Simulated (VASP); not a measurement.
A run of VASP 6.6.1:

File POSCAR:

```
Sb
1.0
    3.0246229482      0.0000000000      0.0000000000
    0.0000000000      3.0246229482      0.0000000000
    0.0000000000      0.0000000000      3.0246229482
Sb
1
Direct
    0.0000000000      0.0000000000      0.0000000000
```

Contents of INCAR.step1:

```
SYSTEM = Sb
PREC     = Accurate       ! precision mode
ENCUT    = 600            ! plane-wave cutoff, eV
ISMEAR   = 0              ! smearing method
SIGMA    = 0.1            ! smearing width, eV
LREAL    = .False.        ! projectors in reciprocal space
LASPH    = .True.         ! aspherical terms in the spheres
NELM     = 100            ! most SCF steps
GGA      = PE             ! functional
ALGO     = Normal         ! electronic algorithm
EDIFF    = 1E-4           ! SCF threshold, eV
LWAVE    = .True.         ! write WAVECAR
LCHARG   = .False.        ! write CHGCAR
```

Contents of INCAR.step2:

```
SYSTEM = Sb
PREC     = Accurate       ! precision mode
ENCUT    = 600            ! plane-wave cutoff, eV
EDIFF    = 1E-6           ! SCF threshold, eV
ISMEAR   = 0              ! smearing method
SIGMA    = 0.1            ! smearing width, eV
LREAL    = .False.        ! projectors in reciprocal space
LASPH    = .True.         ! aspherical terms in the spheres
NELM     = 100            ! most SCF steps
ALGO     = Normal         ! electronic algorithm
ISIF     = 3              ! what is computed and relaxed
LWAVE    = .False.        ! write WAVECAR
LCHARG   = .False.        ! write CHGCAR
METAGGA  = R2SCAN         ! meta-GGA
LMIXTAU  = .True.       
IBRION   = 2              ! ionic algorithm
NSW      = 70             ! ionic steps
EDIFFG   = -0.008         ! ionic threshold
PSTRESS  = 40.0         
ISTART   = 1
```

The input KPOINTS:

```
regular mesh
0
Gamma
  14 14 14
  0 0 0
```

Potentials or basis: VASP PAW PBE potentials, release 64 (Sb).

The run is started by

```bash
$ cat potpaw_PBE.64/Sb/POTCAR > POTCAR
$ cp INCAR.step1 INCAR
$ mpirun -np 1 vasp_std > vasp.out
$ cp INCAR.step2 INCAR
$ mpirun -np 1 vasp_std > vasp.out
```

Hardware: 1 thread of Intel(R) Xeon(R) Platinum 8375C CPU @ 2.90GHz (Ice Lake), with other jobs on the host.

Q: How long does it take, and how much memory?

A: Run time: 56 s on 1 thread of Intel(R) Xeon(R) Platinum 8375C CPU @ 2.90GHz (Ice Lake), with other jobs on the host, peak memory 0.16 GiB. Counts: k points 120, ion steps 3.
